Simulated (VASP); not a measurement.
Set up this calculation in VASP 6.6.1, as the native input.

| Property | Result |
| --- | --- |
| Task | single point |
| Functional | LDA |
| Potentials or basis | VASP PAW LDA potentials, release 64 (O) |
| Cutoff | 520 eV |
| k mesh | 18 × 18 × 18 |
| Occupations | fermi-dirac, width 0.136057 eV |
| Spin | no spin polarisation |
| Dipole correction | no |
| Further INCAR settings | ALGO = Normal; EDIFF = 1e-06; NBANDS = 9 |

The structure of O lies in POSCAR:

```
O
1.0
    0.0000000000      1.5335407197      1.5335407197
    1.5335407197      0.0000000000      1.5335407197
    1.5335407197      1.5335407197      0.0000000000
O
1
Direct
    0.0000000000      0.0000000000      0.0000000000
```

These files were run (other wordings do the same):

INCAR

```
SYSTEM = O
ALGO     = Normal         ! electronic algorithm
EDIFF    = 1E-6           ! SCF threshold, eV
ENCUT    = 520            ! plane-wave cutoff, eV
GGA      = CA             ! functional
ISIF     = 2              ! what is computed and relaxed
ISMEAR   = -1             ! smearing method
LASPH    = .True.         ! aspherical terms in the spheres
LCHARG   = .False.        ! write CHGCAR
LREAL    = .False.        ! projectors in reciprocal space
LWAVE    = .False.        ! write WAVECAR
NBANDS   = 9              ! bands
NELM     = 80             ! most SCF steps
PREC     = Accurate       ! precision mode
SIGMA    = 0.13605693000000002 ! smearing width, eV
```

KPOINTS

```
k-points
0
Gamma
  18 18 18
  0 0 0
```

Potentials or basis: VASP PAW LDA potentials, release 64 (O).

Run with:

```console
$ cat potpaw_LDA.64/O/POTCAR > POTCAR
$ mpirun -np 1 vasp_std > vasp.out
```

Results of the run:

| Property | Result |
| --- | --- |
| Pressure | 0.4 GPa |
| Band gap on the k mesh | zero (band 3 reaches 5.16 eV, above the bottom of band 4 at 1.18 eV) |

It took 3.4 s on 1 thread of Intel Xeon 6975P-C (shared host), peak memory 0.11 GiB.
